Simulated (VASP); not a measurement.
# GaN (Fm-3m) in VASP: notebook

GaN is run at these levels: PBEsol; tasks: single point.

Everything below comes from runs of VASP 6.6.1. Logs are shortened: lines on timing, memory, paths and dates and some standing lists are left out, and cuts for length are marked.

## Step 1: The cell of the first run

The structure is cubic, space group Fm-3m (No. 225). Conventional cell: a = 4.299 Å, b = 4.299 Å, c = 4.299 Å, α = 90.00°, β = 90.00°, γ = 90.00°. Within 2.8 Å of Ga (site symmetry m-3m) lie 6 N at 2.15 Å. Within 2.8 Å of N (site symmetry m-3m) lie 6 Ga at 2.15 Å.

## Step 2: Single point, PBEsol

File INCAR:

```
  PREC = Accurate
  ENCUT = 600
  EDIFF = 1E-6
  ISMEAR = 0
  SIGMA = 0.01
  LREAL = False
  LASPH = True
  NELM = 120
  ALGO = Normal
  ISIF = 2
  LWAVE = False
  LCHARG = False
  GGA = PS
  NBANDS = 16
  GGA_COMPAT = False
```

File KPOINTS:

```
regular mesh
0
Gamma
  8 8 8
```

File POSCAR:

```
GaN
1.0
    0.0000000000      2.1493810744      2.1493810744
    2.1493810744      0.0000000000      2.1493810744
    2.1493810744      2.1493810744      0.0000000000
Ga N
1 1
Direct
    0.0000000000      0.0000000000      0.0000000000
    0.5000000000      0.5000000000      0.5000000000
```

Potentials or basis: VASP PAW PBE potentials, release 64 (Ga_d, N).

Run with:

```sh
$ cat potpaw_PBE.64/Ga_d/POTCAR potpaw_PBE.64/N/POTCAR > POTCAR
$ mpirun -np 1 vasp_std > vasp.out
```

OUTCAR:

```text
PREC = Accurate
   ENCUT = 600
   EDIFF = 1E-6
   ISMEAR = 0
   LREAL = False
   LASPH = True
   NELM = 120
   ISIF = 2
   GGA = PS

 ion  position               nearest neighbor table
   1  0.000  0.000  0.000-   2 2.15   2 2.15   2 2.15   2 2.15   2 2.15   2 2.15
   2  0.500  0.500  0.500-   1 2.15   1 2.15   1 2.15   1 2.15   1 2.15   1 2.15

  LATTYP: Found a face centered cubic cell.
 ALAT       =     4.2987621488

  Lattice vectors:

 A1 = (   0.0000000000,   2.1493810744,   2.1493810744)
 A2 = (   2.1493810744,   0.0000000000,   2.1493810744)
 A3 = (   2.1493810744,   2.1493810744,   0.0000000000)

Analysis of symmetry for initial positions (statically):
=====================================================================
 Subroutine PRICEL returns:
 Original cell was already a primitive cell.

 Routine SETGRP: Setting up the symmetry group for a
 face centered cubic supercell.

 Subroutine GETGRP returns: Found 48 space group operations
 (whereof 48 operations were pure point group operations)
 out of a pool of 48 trial point group operations.

The static configuration has the point symmetry O_h .

Analysis of symmetry for dynamics (positions and initial velocities):
=====================================================================
 Subroutine PRICEL returns:
 Original cell was already a primitive cell.

 Routine SETGRP: Setting up the symmetry group for a
 face centered cubic supercell.

 Subroutine GETGRP returns: Found 48 space group operations
 (whereof 48 operations were pure point group operations)
 out of a pool of 48 trial point group operations.

The dynamic configuration has the point symmetry O_h .

 Subroutine INISYM returns: Found 48 space group operations
 (whereof 48 operations are pure point group operations),
 and found     1 'primitive' translations

----------------------------------------------------------------------------------------

                                     Primitive cell

  volume of cell :      19.8596

  direct lattice vectors                    reciprocal lattice vectors
     0.000000000  2.149381074  2.149381074    -0.232625106  0.232625106  0.232625106
     2.149381074  0.000000000  2.149381074     0.232625106 -0.232625106  0.232625106
     2.149381074  2.149381074  0.000000000     0.232625106  0.232625106 -0.232625106

  length of vectors
     3.039683866  3.039683866  3.039683866     0.402918502  0.402918502  0.402918502

  position of ions in fractional coordinates (direct lattice)
     0.000000000  0.000000000  0.000000000
     0.500000000  0.500000000  0.500000000

  ion indices of the primitive-cell ions
   primitive index   ion index
                 1           1
                 2           2

----------------------------------------------------------------------------------------

 KPOINTS: regular mesh

Automatic generation of k-mesh.
 Grid dimensions read from file:
 generate k-points for:    8    8    8

 Generating k-lattice:

  Cartesian coordinates                     Fractional coordinates (reciprocal lattice)
    -0.029078138  0.029078138  0.029078138     0.125000000  0.000000000  0.000000000
     0.029078138 -0.029078138  0.029078138     0.000000000  0.125000000  0.000000000
     0.029078138  0.029078138 -0.029078138     0.000000000  0.000000000  0.125000000

  Length of vectors
     0.050364813  0.050364813  0.050364813

  Shift w.r.t. Gamma in fractional coordinates (k-lattice)
     0.000000000  0.000000000  0.000000000

 Subroutine IBZKPT returns following result:
 ===========================================

 Found     29 irreducible k-points:

 Following reciprocal coordinates:
            Coordinates               Weight
  0.000000  0.000000  0.000000      1.000000
  0.125000  0.000000  0.000000      8.000000
  0.250000  0.000000  0.000000      8.000000
  0.375000  0.000000  0.000000      8.000000
  0.500000  0.000000  0.000000      4.000000
  0.125000  0.125000  0.000000      6.000000
[... 16 lines left out ...]
  0.500000  0.250000  0.125000     48.000000
 -0.375000  0.250000  0.125000     24.000000
 [... further k-points ...]
   k-points           NKPTS =     29   k-points in BZ     NKDIM =     29   number of bands    NBANDS=     16
   number of dos      NEDOS =    301   number of ions     NIONS =      2
   total plane-waves  NPLWV =  13824
   dimension x,y,z NGX =    24 NGY =   24 NGZ =   24
   dimension x,y,z NGXF=    48 NGYF=   48 NGZF=   48
   ions per type =               1   1
   NGX,Y,Z   is equivalent  to a cutoff of  13.13, 13.13, 13.13 a.u.
   NGXF,Y,Z  is equivalent  to a cutoff of  26.25, 26.25, 26.25 a.u.
 SYSTEM =  unknown system
   PREC   = accura    normal or accurate (medium, high low for compatibility)
   ISTART =      0    job   : 0-new  1-cont  2-samecut
   ICHARG =      2    charge: 1-file 2-atom 10-const
   ISPIN  =      1    spin polarized calculation?
   LNONCOLLINEAR =      F non collinear calculations
   LSORBIT =      F    spin-orbit coupling
   LASPH  =      T    aspherical Exc in radial PAW
   ENCUT  =  600.0 eV  44.10 Ry    6.64 a.u.   6.07  6.07  6.07*2*pi/ulx,y,z
   NELM   =    120;   NELMIN=  2; NELMDL= -5     # of ELM steps
   EDIFF  = 0.1E-05   stopping-criterion for ELM
   LREAL  =      F    real-space projection
   EDIFFG = 0.1E-04   stopping-criterion for IOM
   NSW    =      0    number of steps for IOM
   IBRION =     -1    ionic relax: 0-MD 1-quasi-New 2-CG
   NFREE  =      0    steps in history (QN), initial steepest desc. (CG)
   ISIF   =      2    stress and relaxation
   ISYM   =      2    0-nonsym 1-usesym 2-fastsym
   POTIM  = 0.5000    time-step for ionic-motion
   TEBEG  =    0.0;   TEEND  =   0.0 temperature during run
   PSTRESS=    0.0 pullay stress
   NELECT =      18.0000    total number of electrons
   NUPDOWN=      -1.0000    fix difference up-down
   EMIN   =  10.00;   EMAX   =-10.00  energy-range for DOS
   EFERMI =   0.00;   METHOD = LEGACY
   ISMEAR =     0;   SIGMA  =   0.01  broadening in eV -4-tet -1-fermi 0-gaus
   EFERMI_NEDOS =   21; number of points for ismear=-14 and -15
   IALGO  =     38    algorithm
   IMIX   =      4    mixing-type and parameters
     AMIX     =   0.40;   BMIX     =  1.00
     AMIX_MAG =   1.60;   BMIX_MAG =  1.00
  volume/ion in A,a.u.               =       9.93        67.01
  Fermi-wavevector in a.u.,A,eV,Ry     =   1.584318  2.993926 34.151470  2.510062
  Thomas-Fermi vector in A             =   2.683954
   LORBIT       =      0    0 simple, 1 ext, 2 COOP (PROOUT), +10 PAW based schemes
   GGA     = PS    functional components
   LHFCALC =     F    Hartree Fock is set to
   AEXX    =    0.0000 exact exchange contribution
   IVDW    =     0    specifies the selected vdW correction
   LEPSILON=     F    determine dielectric tensor
   LRPA    =     F    only Hartree local field effects (RPA)
 non-spin polarized calculation
 Gauss-broadening in eV      SIGMA  =   0.01
  energy-cutoff  :      600.00
  volume of cell :       19.86
 maximum number of plane-waves:       684
   NGX = 13   NGY = 13   NGZ = 13

 number of electron      17.9999998 magnetization

 Free energy of the ion-electron system (eV)
  ---------------------------------------------------
  ext. energy  EPLUGINS =         0.00000000
  ---------------------------------------------------
  free energy    TOTEN  =       -12.22330057 eV

  energy without entropy =      -12.22330057  energy(sigma->0) =      -12.22330057

 E-fermi :   7.1861     XC(G=0): -12.9907

 val. band max:        7.1354332308   @ k =  -0.2500   0.1250   0.0000
 cond. band min:       7.3559711197   @ k =   0.5000   0.5000   0.0000
 fundamental gap:      0.2205378888
 Fermi energy:         7.1861271365

 k-point     1 :       0.0000    0.0000    0.0000
  band No.  band energies     occupation
      1      -9.6663      2.00000
      2      -6.8029      2.00000
      3      -6.8029      2.00000
      4      -6.8029      2.00000
      5      -6.7185      2.00000
      6      -6.7185      2.00000
[... 8 lines left out ...]
     15      22.1548      0.00000
     16      22.1548      0.00000

 k-point     2 :       0.1250    0.0000    0.0000
  band No.  band energies     occupation
      1      -9.3768      2.00000
      2      -6.8124      2.00000
      3      -6.7931      2.00000
      4      -6.7931      2.00000
      5      -6.7312      2.00000
      6      -6.7312      2.00000
[... 8 lines left out ...]
     15      22.7436      0.00000
     16      22.7436      0.00000

 k-point     3 :       0.2500    0.0000    0.0000
  band No.  band energies     occupation
      1      -8.5609      2.00000
      2      -6.8396      2.00000
      3      -6.8396      2.00000
      4      -6.8331      2.00000
      5      -6.6907      2.00000
      6      -6.6907      2.00000
[... 8 lines left out ...]
     15      24.4504      0.00000
     16      24.4504      0.00000

 k-point     4 :       0.3750    0.0000    0.0000
  band No.  band energies     occupation
      1      -7.4646      2.00000
      2      -6.9067      2.00000
      3      -6.9067      2.00000
      4      -6.8375      2.00000
      5      -6.6281      2.00000
      6      -6.6281      2.00000
[... 8 lines left out ...]
     15      27.0645      0.00000
     16      27.0645      0.00000

 k-point     5 :       0.5000    0.0000    0.0000
  band No.  band energies     occupation
      1      -6.9690      2.00000
      2      -6.9351      2.00000
      3      -6.9351      2.00000
      4      -6.6921      2.00000
      5      -6.6011      2.00000
      6      -6.6011      2.00000
[... 8 lines left out ...]
     15      29.4365      0.00000
     16      29.4365      0.00000

 k-point     6 :       0.1250    0.1250    0.0000
  band No.  band energies     occupation
      1      -9.2936      2.00000
      2      -6.8261      2.00000
      3      -6.7732      2.00000
      4      -6.7732      2.00000
      5      -6.7701      2.00000
      6      -6.7041      2.00000
[... 8 lines left out ...]
     15      25.1076      0.00000
     16      25.1076      0.00000

 k-point     7 :       0.2500    0.1250    0.0000
  band No.  band energies     occupation
      1      -8.7095      2.00000
      2      -6.8474      2.00000
      3      -6.8106      2.00000
      4      -6.7751      2.00000
      5      -6.6921      2.00000
      6      -6.6719      2.00000
[... 8 lines left out ...]
     15      25.5000      0.00000
     16      26.4345      0.00000

 k-point     8 :       0.3750    0.1250    0.0000
  band No.  band energies     occupation
      1      -7.8967      2.00000
      2      -6.8872      2.00000
      3      -6.8345      2.00000
      4      -6.7843      2.00000
      5      -6.6162      2.00000
      6      -6.4509      2.00000
[... 8 lines left out ...]
     15      26.1327      0.00000
     16      28.3677      0.00000

 k-point     9 :       0.5000    0.1250    0.0000
  band No.  band energies     occupation
      1      -7.4493      2.00000
      2      -6.9232      2.00000
      3      -6.8902      2.00000
      4      -6.7292      2.00000
      5      -6.5963      2.00000
      6      -5.9595      2.00000
[... 8 lines left out ...]
     15      27.0718      0.00000
     16      29.6019      0.00000
[... 172 lines left out ...]
 k-point    19 :       0.5000    0.3750    0.0000
  band No.  band energies     occupation
      1      -8.2285      2.00000
      2      -6.9365      2.00000
      3      -6.6633      2.00000
      4      -6.5993      2.00000
      5      -6.5670      2.00000
      6      -4.3139      2.00000
[... 8 lines left out ...]
     15      32.3263      0.00000
     16      33.6775      0.00000

 k-point    20 :      -0.3750    0.3750    0.0000
  band No.  band energies     occupation
      1      -8.0470      2.00000
      2      -6.8923      2.00000
      3      -6.7369      2.00000
      4      -6.6686      2.00000
      5      -6.5852      2.00000
      6      -4.2397      2.00000
[... 8 lines left out ...]
     15      29.5524      0.00000
     16      31.3499      0.00000

 k-point    21 :       0.5000    0.5000    0.0000
  band No.  band energies     occupation
      1      -8.3253      2.00000
      2      -6.9627      2.00000
      3      -6.6202      2.00000
      4      -6.5534      2.00000
      5      -6.5534      2.00000
      6      -3.8685      2.00000
[... 8 lines left out ...]
     15      33.3698      0.00000
     16      34.2679      0.00000

 k-point    22 :       0.3750    0.2500    0.1250
  band No.  band energies     occupation
      1      -8.2050      2.00000
      2      -6.8596      2.00000
      3      -6.8038      2.00000
      4      -6.7406      2.00000
      5      -6.6912      2.00000
      6      -6.4153      2.00000
[... 8 lines left out ...]
     15      27.6437      0.00000
     16      28.0004      0.00000

 k-point    23 :       0.5000    0.2500    0.1250
  band No.  band energies     occupation
      1      -7.8229      2.00000
      2      -6.8717      2.00000
      3      -6.8233      2.00000
      4      -6.7507      2.00000
      5      -6.6249      2.00000
      6      -5.7383      2.00000
[... 8 lines left out ...]
     15      27.5560      0.00000
     16      29.1121      0.00000

 k-point    24 :      -0.3750    0.2500    0.1250
  band No.  band energies     occupation
      1      -7.7185      2.00000
      2      -6.8930      2.00000
      3      -6.8216      2.00000
      4      -6.7518      2.00000
      5      -6.5980      2.00000
      6      -5.2098      2.00000
[... 8 lines left out ...]
     15      25.4364      0.00000
     16      30.0080      0.00000

 [... further k-points ...]
[... 5 lines left out ...]
  --------------------------------------------------------------------------------------
  -------------------------------------------------------------------------------------
  Total       -1.3737632     -1.3737632     -1.3737632      0.0000000      0.0000000      0.0000000
  in kB     -110.8286871   -110.8286871   -110.8286871      0.0000000      0.0000000      0.0000000
  external PRESSURE =    -110.8286871 kB  Pullay stress =       0.0000000 kB

 VOLUME and BASIS-vectors are now :
 -----------------------------------------------------------------------------
  energy-cutoff  :      600.00
  volume of cell :       19.86
      direct lattice vectors                 reciprocal lattice vectors
     0.000000000  2.149381074  2.149381074    -0.232625106  0.232625106  0.232625106
     2.149381074  0.000000000  2.149381074     0.232625106 -0.232625106  0.232625106
     2.149381074  2.149381074  0.000000000     0.232625106  0.232625106 -0.232625106

 POSITION                                       TOTAL-FORCE (eV/Angst)
 -----------------------------------------------------------------------------------
      0.00000      0.00000      0.00000        -0.000000      0.000000      0.000000
      2.14938      2.14938      2.14938         0.000000     -0.000000     -0.000000
 -----------------------------------------------------------------------------------
    total drift:                                0.000000     -0.000000     -0.000000

  FREE ENERGIE OF THE ION-ELECTRON SYSTEM (eV)
  ---------------------------------------------------
  free  energy   TOTEN  =       -12.2233005709 eV

  energy  without entropy=      -12.2233005709  energy(sigma->0) =      -12.22330057
```

Run time: 8 s. Hardware: 1 thread of Intel Xeon Platinum 8488C (Sapphire Rapids), shared host; peak memory 0.14 GiB.

What came out:

* Free energy: -12.2233 eV
* Pressure: -11.1 GPa
* Band gap on the k mesh: 0.22 eV, indirect (least direct gap 2.13 eV)

Caveat: the PAW data sets were made with another functional, which shifts forces and pressure a little.

## Step 3: Single point, PBEsol

This run uses another cell than the first one, of 10.12 Å³/atom, 1.020 times its volume.

File INCAR:

```
SYSTEM = GaN
PREC     = Accurate       ! precision mode
ENCUT    = 600            ! plane-wave cutoff, eV
EDIFF    = 1E-6           ! SCF threshold, eV
ISMEAR   = 0              ! smearing method
SIGMA    = 0.01           ! smearing width, eV
LREAL    = .FALSE.        ! projectors in reciprocal space
LASPH    = .TRUE.         ! aspherical terms in the spheres
NELM     = 120            ! most SCF steps
ALGO     = Normal         ! electronic algorithm
ISIF     = 2              ! what is computed and relaxed
LWAVE    = .FALSE.        ! write WAVECAR
LCHARG   = .FALSE.        ! write CHGCAR
GGA      = PS             ! functional
NBANDS   = 16             ! bands
GGA_COMPAT= .FALSE.
```

File KPOINTS:

```
regular mesh
0
G
  8 8 8
  0 0 0
```

File POSCAR:

```
GaN
1.0
    0.0000000000      2.1633384854      2.1633384854
    2.1633384854      0.0000000000      2.1633384854
    2.1633384854      2.1633384854      0.0000000000
Ga N
1 1
Direct
    0.0000000000      0.0000000000      0.0000000000
    0.5000000000      0.5000000000      0.5000000000
```

Potentials or basis: VASP PAW PBE potentials, release 64 (Ga_d, N).

Run with:

```sh
$ cat potpaw_PBE.64/Ga_d/POTCAR potpaw_PBE.64/N/POTCAR > POTCAR
$ mpirun -np 1 vasp_std > vasp.out
```

Run time: 6.7 s. Hardware: 1 thread of Intel Xeon Platinum 8488C (Sapphire Rapids), shared host; peak memory 0.14 GiB.

The run converged. Its results:

```
Free energy            : -12.1927 eV
Pressure               : -14.5 GPa
Band gap on the k mesh : 0.11 eV, indirect (least direct gap 1.91 eV)
```

Levels at points of the mesh, in eV from the valence-band top:
| k point | band 6 | band 7 | band 8 | band 9 | band 10 | band 11 | band 12 | band 13 |
| --- | --- | --- | --- | --- | --- | --- | --- | --- |
| (0.00, 0.00, 0.00) | -13.87 | -0.43 | -0.43 | -0.43 | 1.48 | 14.22 | 14.22 | 14.22 |
| (0.50, 0.00, 0.00) | -13.72 | -7.94 | -0.15 | -0.15 | 4.32 | 8.50 | 8.60 | 8.60 |
| (0.50, 0.50, 0.00) | -11.04 | -6.66 | -2.81 | -2.81 | 0.11 | 7.62 | 11.18 | 13.55 |

Caveat: the PAW data sets were made with another functional, which shifts forces and pressure a little. A k mesh can miss the band edges.

## Step 4: Single point, PBEsol

This run uses another cell than the first one, of 10.32 Å³/atom, 1.039 times its volume.

File INCAR:

```
SYSTEM = GaN
PREC = Accurate
ENCUT = 600
EDIFF = 1E-6
ISMEAR = 0
SIGMA = 0.01
LREAL = .FALSE.
LASPH = .TRUE.
NELM = 120
ALGO = Normal
ISIF = 2
LWAVE = .FALSE.
LCHARG = .FALSE.
GGA = PS
NBANDS = 16
GGA_COMPAT = .FALSE.
```

KPOINTS is that of step 3.

File POSCAR:

```
GaN
1.0
    0.0000000000      2.1771180829      2.1771180829
    2.1771180829      0.0000000000      2.1771180829
    2.1771180829      2.1771180829      0.0000000000
Ga N
1 1
Direct
    0.0000000000      0.0000000000      0.0000000000
    0.5000000000      0.5000000000      0.5000000000
```

Run with:

```sh
$ cat potpaw_PBE.64/Ga_d/POTCAR potpaw_PBE.64/N/POTCAR > POTCAR
$ mpirun -np 1 vasp_std > vasp.out
```

It took 14 s on 1 thread of Intel Xeon Platinum 8488C (Sapphire Rapids), shared host; peak memory 0.16 GiB.

The run converged. Its results:

```yaml
Free_energy: -12.1545 eV
Pressure: -17.1 GPa
```

Levels at points of the mesh, in eV from the Fermi level:
```tsv
k point	band 6	band 7	band 8	band 9	band 10	band 11	band 12	band 13
(0.00, 0.00, 0.00)	-13.88	-0.42	-0.42	-0.42	1.27	14.11	14.11	14.11
(0.50, 0.00, 0.00)	-13.64	-7.84	-0.16	-0.16	4.24	8.26	8.50	8.50
(0.50, 0.50, 0.00)	-11.08	-6.52	-2.75	-2.75	0.00	7.60	10.99	13.31
```

Caveat: the PAW data sets were made with another functional, which shifts forces and pressure a little.

## Step 5: Summary

| cell | gap on the mesh (eV) | pressure (GPa) |
| --- | --- | --- |
| a = 3.040 Å, angles 60.0°, 2 atoms | 0.22 | -11.1 |
| a = 3.059 Å, angles 60.0°, 2 atoms | 0.11 | -14.5 |
| a = 3.079 Å, angles 60.0°, 2 atoms | - | -17.1 |

Alike in all rows: task single point; level PBEsol; potentials or basis VASP PAW PBE potentials, release 64 (Ga_d, N); no spin polarisation; k mesh 8 × 8 × 8; cutoff (eV) 600; smearing gaussian 0.01 eV.

Caveats: the PAW data sets were made with another functional, which shifts forces and pressure a little.

Absolute energies hang on the potentials; compare differences alone.
